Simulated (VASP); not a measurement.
# Rb2LuH2 (P-3m1) in VASP: single point with PBE

Aim: the single point of Rb2LuH2 with PBE.

Everything below comes from runs of VASP 6.6.1. Logs are shortened: lines on timing, memory, paths and dates and some standing lists are left out, and cuts for length are marked.

## Step 1: The cell of the first run

It takes space group P-3m1 (No. 164, trigonal). Conventional cell: a = 4.693 Å, b = 4.693 Å, c = 7.721 Å, α = 90.00°, β = 90.00°, γ = 120.00°. Within 3.8 Å of Rb (site symmetry 3m) lie 4 H at 2.85 to 2.92 Å and 3 Rb at 3.38 Å. Within 4.4 Å of Lu (site symmetry -3m) lie 6 H at 3.34 Å and 6 Rb at 3.93 Å. H (site symmetry 3m) has 4 Rb at 2.85 to 2.92 Å and 3 Lu at 3.34 Å within 3.8 Å.

## Step 2: Single point, PBE

INCAR

```
ALGO = Normal ; EDIFF = 1E-6
ENCUT = 520 ; GGA = PE
ISIF = 2 ; ISMEAR = 0
LASPH = True ; LCHARG = False
LREAL = False ; LWAVE = False
NBANDS = 30 ; NELM = 60
PREC = Accurate ; SIGMA = 0.1
```

KPOINTS

```
k-points
0
Gamma
  6 6 2
```

POSCAR

```
Rb2LuH2
1.0
    4.6932720000      0.0000000000      0.0000000000
   -2.3466360000      4.0644927800      0.0000000000
    0.0000000000      0.0000000000      7.7211568100
Rb Lu H
2 1 2
Direct
    0.3333333300      0.6666666700      0.6308000100
    0.6666666700      0.3333333300      0.3691999900
    0.0000000000      0.0000000000      0.0000000000
    0.6666666700      0.3333333300      0.7471000000
    0.3333333300      0.6666666700      0.2529000000
```

Potentials or basis: VASP PAW PBE potentials, release 64 (Rb_sv, Lu, H).

Run with:

```
$ cat potpaw_PBE.64/Rb_sv/POTCAR potpaw_PBE.64/Lu/POTCAR potpaw_PBE.64/H/POTCAR > POTCAR
$ mpirun -np 1 vasp_std > vasp.out
```

OUTCAR:

```text
EDIFF = 1E-6
   ENCUT = 520
   GGA = PE
   ISIF = 2
   ISMEAR = 0
   LASPH = True
   LREAL = False
   NELM = 60
   PREC = Accurate

 ion  position               nearest neighbor table
   1  0.333  0.667  0.631-   4 2.85   4 2.85   4 2.85   5 2.92   2 3.38   2 3.38   2 3.38   3 3.93
                             3 3.93   3 3.93   2 5.78   2 5.78   2 5.78
   2  0.667  0.333  0.369-   5 2.85   5 2.85   5 2.85   4 2.92   1 3.38   1 3.38   1 3.38   3 3.93
                             3 3.93   3 3.93   1 5.78   1 5.78   1 5.78
   3  0.000  0.000  0.000-   1 3.93   2 3.93   2 3.93   1 3.93   2 3.93   1 3.93
   4  0.667  0.333  0.747-   1 2.85   1 2.85   1 2.85   2 2.92
   5  0.333  0.667  0.253-   2 2.85   2 2.85   2 2.85   1 2.92

  LATTYP: Found a hexagonal cell.
 ALAT       =     4.6932720000
 C/A-ratio  =     1.6451543422

  Lattice vectors:

 A1 = (   4.6932720000,   0.0000000000,   0.0000000000)
 A2 = (  -2.3466360000,   4.0644927800,   0.0000000000)
 A3 = (   0.0000000000,   0.0000000000,   7.7211568100)

Analysis of symmetry for initial positions (statically):
=====================================================================
 Subroutine PRICEL returns:
 Original cell was already a primitive cell.

 Routine SETGRP: Setting up the symmetry group for a
 hexagonal supercell.

 Subroutine GETGRP returns: Found 12 space group operations
 (whereof 12 operations were pure point group operations)
 out of a pool of 24 trial point group operations.

The static configuration has the point symmetry D_3d.

Analysis of symmetry for dynamics (positions and initial velocities):
=====================================================================
 Subroutine PRICEL returns:
 Original cell was already a primitive cell.

 Routine SETGRP: Setting up the symmetry group for a
 hexagonal supercell.

 Subroutine GETGRP returns: Found 12 space group operations
 (whereof 12 operations were pure point group operations)
 out of a pool of 24 trial point group operations.

The dynamic configuration has the point symmetry D_3d.

 Subroutine INISYM returns: Found 12 space group operations
 (whereof 12 operations are pure point group operations),
 and found     1 'primitive' translations

----------------------------------------------------------------------------------------

                                     Primitive cell

  volume of cell :     147.2870

  direct lattice vectors                    reciprocal lattice vectors
     4.693272000  0.000000000  0.000000000     0.213070966  0.123016580  0.000000000
    -2.346636000  4.064492780  0.000000000     0.000000000  0.246033159  0.000000000
     0.000000000  0.000000000  7.721156810     0.000000000  0.000000000  0.129514272

  length of vectors
     4.693272000  4.693272001  7.721156810     0.246033159  0.246033159  0.129514272

  position of ions in fractional coordinates (direct lattice)
     0.333333330  0.666666670  0.630800010
     0.666666670  0.333333330  0.369199990
     0.000000000  0.000000000  0.000000000
     0.666666670  0.333333330  0.747100000
     0.333333330  0.666666670  0.252900000

  ion indices of the primitive-cell ions
   primitive index   ion index
                 1           1
                 2           2
                 3           3
                 4           4
                 5           5

----------------------------------------------------------------------------------------

 KPOINTS: k-points

Automatic generation of k-mesh.
 Grid dimensions read from file:
 generate k-points for:    6    6    2

 Generating k-lattice:

  Cartesian coordinates                     Fractional coordinates (reciprocal lattice)
     0.035511828  0.020502763  0.000000000     0.166666667  0.000000000  0.000000000
     0.000000000  0.041005527  0.000000000     0.000000000  0.166666667  0.000000000
     0.000000000  0.000000000  0.064757136     0.000000000  0.000000000  0.500000000

  Length of vectors
     0.041005527  0.041005527  0.064757136

  Shift w.r.t. Gamma in fractional coordinates (k-lattice)
     0.000000000  0.000000000  0.000000000

 Subroutine IBZKPT returns following result:
 ===========================================

 Found     14 irreducible k-points:

 Following reciprocal coordinates:
            Coordinates               Weight
  0.000000  0.000000  0.000000      1.000000
  0.166667 -0.000000  0.000000      6.000000
  0.333333 -0.000000  0.000000      6.000000
  0.500000 -0.000000  0.000000      3.000000
  0.166667  0.166667  0.000000      6.000000
  0.333333  0.166667  0.000000     12.000000
  0.333333  0.333333  0.000000      2.000000
  0.000000  0.000000  0.500000      1.000000
  0.166667 -0.000000  0.500000      6.000000
  0.333333 -0.000000  0.500000      6.000000
  0.500000 -0.000000  0.500000      3.000000
  0.166667  0.166667  0.500000      6.000000
  0.333333  0.166667  0.500000     12.000000
  0.333333  0.333333  0.500000      2.000000
   k-points           NKPTS =     14   k-points in BZ     NKDIM =     14   number of bands    NBANDS=     30
   number of dos      NEDOS =    301   number of ions     NIONS =      5
   total plane-waves  NPLWV =  77760
   dimension x,y,z NGX =    36 NGY =   36 NGZ =   60
   dimension x,y,z NGXF=    72 NGYF=   72 NGZF=  120
   ions per type =               2   1   2
   NGX,Y,Z   is equivalent  to a cutoff of  12.75, 12.75, 12.92 a.u.
   NGXF,Y,Z  is equivalent  to a cutoff of  25.50, 25.50, 25.84 a.u.
 SYSTEM =  unknown system
   PREC   = accura    normal or accurate (medium, high low for compatibility)
   ISTART =      0    job   : 0-new  1-cont  2-samecut
   ICHARG =      2    charge: 1-file 2-atom 10-const
   ISPIN  =      1    spin polarized calculation?
   LNONCOLLINEAR =      F non collinear calculations
   LSORBIT =      F    spin-orbit coupling
   LASPH  =      T    aspherical Exc in radial PAW
   ENCUT  =  520.0 eV  38.22 Ry    6.18 a.u.   8.73  8.73 14.36*2*pi/ulx,y,z
   NELM   =     60;   NELMIN=  2; NELMDL= -5     # of ELM steps
   EDIFF  = 0.1E-05   stopping-criterion for ELM
   LREAL  =      F    real-space projection
   EDIFFG = 0.1E-04   stopping-criterion for IOM
   NSW    =      0    number of steps for IOM
   IBRION =     -1    ionic relax: 0-MD 1-quasi-New 2-CG
   NFREE  =      0    steps in history (QN), initial steepest desc. (CG)
   ISIF   =      2    stress and relaxation
   ISYM   =      2    0-nonsym 1-usesym 2-fastsym
   POTIM  = 0.5000    time-step for ionic-motion
   TEBEG  =    0.0;   TEEND  =   0.0 temperature during run
   PSTRESS=    0.0 pullay stress
   NELECT =      45.0000    total number of electrons
   NUPDOWN=      -1.0000    fix difference up-down
   EMIN   =  10.00;   EMAX   =-10.00  energy-range for DOS
   EFERMI =   0.00;   METHOD = LEGACY
   ISMEAR =     0;   SIGMA  =   0.10  broadening in eV -4-tet -1-fermi 0-gaus
   EFERMI_NEDOS =   21; number of points for ismear=-14 and -15
   IALGO  =     38    algorithm
   IMIX   =      4    mixing-type and parameters
     AMIX     =   0.40;   BMIX     =  1.00
     AMIX_MAG =   1.60;   BMIX_MAG =  1.00
  volume/ion in A,a.u.               =      29.46       198.79
  Fermi-wavevector in a.u.,A,eV,Ry     =   1.102616  2.083642 16.541439  1.215761
  Thomas-Fermi vector in A             =   2.239061
   LORBIT       =      0    0 simple, 1 ext, 2 COOP (PROOUT), +10 PAW based schemes
   GGA     = PE    functional components
   LHFCALC =     F    Hartree Fock is set to
   AEXX    =    0.0000 exact exchange contribution
   IVDW    =     0    specifies the selected vdW correction
   LEPSILON=     F    determine dielectric tensor
   LRPA    =     F    only Hartree local field effects (RPA)
 non-spin polarized calculation
 Gauss-broadening in eV      SIGMA  =   0.10
  energy-cutoff  :      520.00
  volume of cell :      147.29
 maximum number of plane-waves:      3980
 NGX is ok and might be reduce to    36
   NGX = 17   NGY = 17   NGZ = 29

 number of electron      45.0000001 magnetization

 Free energy of the ion-electron system (eV)
  ---------------------------------------------------
  ext. energy  EPLUGINS =         0.00000000
  ---------------------------------------------------
  free energy    TOTEN  =       -10.10509501 eV

  energy without entropy =      -10.07640512  energy(sigma->0) =      -10.09075006

 E-fermi :   1.4200     XC(G=0):  -7.8778

 val. band max:        1.4149485389   @ k =   0.3333  -0.0000   0.5000
 cond. band min:       1.4557305042   @ k =   0.5000  -0.0000   0.0000
 fundamental gap:      0.0407819653
 Fermi energy:         1.4200485147

 k-point     1 :       0.0000    0.0000    0.0000
  band No.  band energies     occupation
      1     -57.1951      2.00000
      2     -27.7738      2.00000
      3     -27.7458      2.00000
      4     -27.7458      2.00000
      5     -27.0975      2.00000
      6     -26.8478      2.00000
[... 22 lines left out ...]
     29       3.9724      0.00000
     30       4.2253      0.00000

 k-point     2 :       0.1667   -0.0000    0.0000
  band No.  band energies     occupation
      1     -57.1951      2.00000
      2     -27.7733      2.00000
      3     -27.7482      2.00000
      4     -27.7464      2.00000
      5     -27.0808      2.00000
      6     -26.8609      2.00000
[... 22 lines left out ...]
     29       3.6131      0.00000
     30       4.5901      0.00000

 k-point     3 :       0.3333   -0.0000    0.0000
  band No.  band energies     occupation
      1     -57.1950      2.00000
      2     -27.7723      2.00000
      3     -27.7530      2.00000
      4     -27.7476      2.00000
      5     -27.0389      2.00000
      6     -26.8956      2.00000
[... 22 lines left out ...]
     29       3.4265      0.00000
     30       4.4441      0.00000

 k-point     4 :       0.5000   -0.0000    0.0000
  band No.  band energies     occupation
      1     -57.1950      2.00000
      2     -27.7718      2.00000
      3     -27.7554      2.00000
      4     -27.7482      2.00000
      5     -27.0064      2.00000
      6     -26.9246      2.00000
[... 286 lines left out ...]
     29       4.4643      0.00000
     30       4.6653      0.00000

 k-point    13 :       0.3333    0.1667    0.5000
  band No.  band energies     occupation
      1     -57.1950      2.00000
      2     -27.7719      2.00000
      3     -27.7541      2.00000
      4     -27.7494      2.00000
      5     -27.0070      2.00000
      6     -26.9241      2.00000
[... 22 lines left out ...]
     29       3.4154      0.00000
     30       4.2325      0.00000

 k-point    14 :       0.3333    0.3333    0.5000
  band No.  band energies     occupation
      1     -57.1950      2.00000
      2     -27.7716      2.00000
      3     -27.7525      2.00000
      4     -27.7525      2.00000
      5     -26.9646      2.00000
      6     -26.9646      2.00000
[... 22 lines left out ...]
     29       3.8587      0.00000
     30       3.8588      0.00000

------------------------ aborting loop because EDIFF is reached ----------------------------------------

  FORCE on cell =-STRESS in cart. coord.  units (eV):
  Direction    XX          YY          ZZ          XY          YZ          ZX
  --------------------------------------------------------------------------------------
  -------------------------------------------------------------------------------------
  Total       -0.9091248     -0.9091248      1.3338926     -0.0000000      0.0000000      0.0000000
  in kB       -9.8893931     -9.8893931     14.5099856     -0.0000000      0.0000000      0.0000000
  external PRESSURE =      -1.7562668 kB  Pullay stress =       0.0000000 kB

 VOLUME and BASIS-vectors are now :
 -----------------------------------------------------------------------------
  energy-cutoff  :      520.00
  volume of cell :      147.29
      direct lattice vectors                 reciprocal lattice vectors
     4.693272000  0.000000000  0.000000000     0.213070966  0.123016580  0.000000000
    -2.346636000  4.064492780  0.000000000     0.000000000  0.246033159  0.000000000
     0.000000000  0.000000000  7.721156810     0.000000000  0.000000000  0.129514272

 POSITION                                       TOTAL-FORCE (eV/Angst)
 -----------------------------------------------------------------------------------
     -0.00000      2.70966      4.87051        -0.000000      0.000000      0.561457
      2.34664      1.35483      2.85065         0.000000     -0.000000     -0.561457
      0.00000      0.00000      0.00000        -0.000000      0.000000      0.000000
      2.34664      1.35483      5.76848        -0.000000      0.000000      0.033702
     -0.00000      2.70966      1.95268        -0.000000      0.000000     -0.033702
 -----------------------------------------------------------------------------------
    total drift:                               -0.000000      0.000000     -0.000000

  FREE ENERGIE OF THE ION-ELECTRON SYSTEM (eV)
  ---------------------------------------------------
  free  energy   TOTEN  =       -10.1050950145 eV

  energy  without entropy=      -10.0764051152  energy(sigma->0) =      -10.09075006
```

It took 72 s on 1 thread of AMD EPYC 7R43 (Zen 3), shared host; peak memory 0.25 GiB.

What came out:

| Item | Value |
| --- | --- |
| Free energy | -10.1051 eV |
| Pressure | -0.2 GPa |
| Largest force | 0.561 eV/Å |

Forces on the atoms (eV/Å):
```
Rb   0.000  0.000  0.561
Rb   0.000  0.000 -0.561
Lu   0.000  0.000  0.000
H    0.000  0.000  0.034
H    0.000  0.000 -0.034
```

Caveat: the k points lie up to 0.41 Å⁻¹ apart; spin-orbit coupling is left out, which moves the levels of the heavy elements.
